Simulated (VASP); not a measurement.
Wanted: the native input for a VASP 6.6.1 run.

* Task: single point
* Functional: PBEsol
* Potentials or basis: VASP PAW PBE potentials, release 64 (In_d)
* Cutoff: 520 eV
* k mesh: 9 × 9 × 5
* Occupations: fermi-dirac, width 0.05 eV
* Spin: no spin polarisation
* Dipole correction: no
* Further INCAR settings: ALGO = Normal; EDIFF = 1e-07; NBANDS = 20

The structure of In lies in POSCAR:

```
In
1.0
    3.0568241855      0.0000000000      0.0000000000
   -1.5284120927      2.6472873995      0.0000000000
    0.0000000000      0.0000000000      4.9705727098
In
2
Direct
    0.6666666667      0.3333333333      0.7500000000
    0.3333333333      0.6666666667      0.2500000000
```

One way to write it, as run:

INCAR

```
PREC = Accurate ; ENCUT = 520
EDIFF = 1E-7 ; ISMEAR = -1
SIGMA = 0.05 ; LREAL = F
LASPH = T ; NELM = 100
ALGO = Normal ; ISIF = 2
LWAVE = F ; LCHARG = T
GGA = PS ; LELF = T
LVHAR = T ; NBANDS = 20
```

KPOINTS

```
regular mesh
0
Gamma
  9 9 5
```

Potentials or basis: VASP PAW PBE potentials, release 64 (In_d).

Launch:

```sh
$ cat potpaw_PBE.64/In_d/POTCAR > POTCAR
$ mpirun -np 1 vasp_std > vasp.out
```

Results of the run:

| Item | Value |
| --- | --- |
| Pressure | 20.0 GPa |
| Band gap on the k mesh | zero (band 13 reaches 13.79 eV, above the bottom of band 14 at 8.45 eV) |

Caveat: the PAW data sets were made with another functional, which shifts forces and pressure a little; spin-orbit coupling is left out, which moves the levels of the heavy elements.

Wall time 16 s on 1 thread of Intel Xeon 6975P-C, with other jobs on the host, peak memory 0.17 GiB.
